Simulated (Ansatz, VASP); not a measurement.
## One calculation of W3Br, two programs

```
W Br
1.0
     3.27149    0.00006    0.00059
    -0.00014    6.27473    0.00336
    -0.71681   -0.25270   16.04868
W Br
12 4
Cartesian
  0.0985 5.2387 12.1765
  0.1048 2.1012 12.1748
  1.7933 0.5348 13.6646
  1.6809 3.6722 13.6661
  2.4560 0.7834 3.8762
  2.4497 3.9209 3.8779
  2.4578 0.7839 0.7630
  2.4490 3.9212 0.7647
  0.0967 5.2382 15.2896
  0.1055 2.1008 15.2880
  0.7612 5.4873 2.3880
  0.8736 2.3499 2.3865
  0.5503 0.5327 10.1448
  -0.3449 3.6701 10.1465
  2.0042 5.4894 5.9078
  2.8995 2.3520 5.9061
```

Change from the starting cell: the structure that the rattled cell fell into.

Alike in both runs: functional PBE; k mesh 10 × 6 × 2; occupations gaussian, width 0.1 eV; no spin polarisation.

Ansatz relaxed the structure, and its values are those at the end. VASP's run is a single point on that final structure, the one shown.

```csv
,VASP,Ansatz
version,VASP 6.6.1,Ansatz 0.2.0
potentials or method,"VASP PAW PBE potentials, release 64 (W_sv, Br), cutoff 500 eV","scalar-relativistic, plane waves, PAW"
valence electrons in the cell,196,196
```

|  | VASP | Ansatz | Ansatz less VASP |
| --- | --- | --- | --- |
| gap on the k mesh at the Fermi level (eV) | none | none | - |
| pressure (GPa) | 0.3 | 0.0 | -0.29 |
| rms of the force components (eV/Å) | 0.009 | 0.002 | -0.0068 |

A gap of «none» marks a metal or a gap that the smearing closes. With one functional, cell and mesh, what is left measures potentials, basis and numerics.

Neither program's run includes spin-orbit coupling.
